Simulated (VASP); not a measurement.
Mo, 2 atoms in the cell. It takes space group Fd-3m (No. 227, cubic). Conventional cell: a = 5.522 Å, b = 5.522 Å, c = 5.522 Å, α = 90.00°, β = 90.00°, γ = 90.00°. Within 3.2 Å of Mo (site symmetry -43m) lie 4 Mo at 2.39 Å. This isn't the form of Mo at room conditions, which is bcc.

- Program: VASP 6.6.1
- Task: relaxation of cell and atoms
- Functional: r2SCAN
- Potentials or basis: VASP PAW PBE potentials, release 64 (Mo_sv)
- Cutoff: 600 eV
- k mesh: 10 × 10 × 10
- Occupations: fermi-dirac, width 0.1 eV
- Spin: no spin polarisation
- Dipole correction: no
- Further INCAR settings: ALGO = Normal; EDIFF = 1e-06; IBRION = 2; EDIFFG = -0.01; NSW = 80; ISIF = 3

Potentials or basis: VASP PAW PBE potentials, release 64 (Mo_sv).

Launch:

```console
$ cat potpaw_PBE.64/Mo_sv/POTCAR > POTCAR
$ cp INCAR.step1 INCAR
$ mpirun -np 1 vasp_std > vasp.out
$ cp INCAR.step2 INCAR
$ mpirun -np 1 vasp_std > vasp.out
```

Hardware: 1 thread of Intel(R) Xeon(R) 6975P-C (Granite Rapids), on a shared host.

Question: Estimate the wall time of this run.

Answer: Run time: 3.4 min on 1 thread of Intel(R) Xeon(R) 6975P-C (Granite Rapids) (shared host), peak memory 0.2 GiB. Counts: k points 47, ion steps 4.
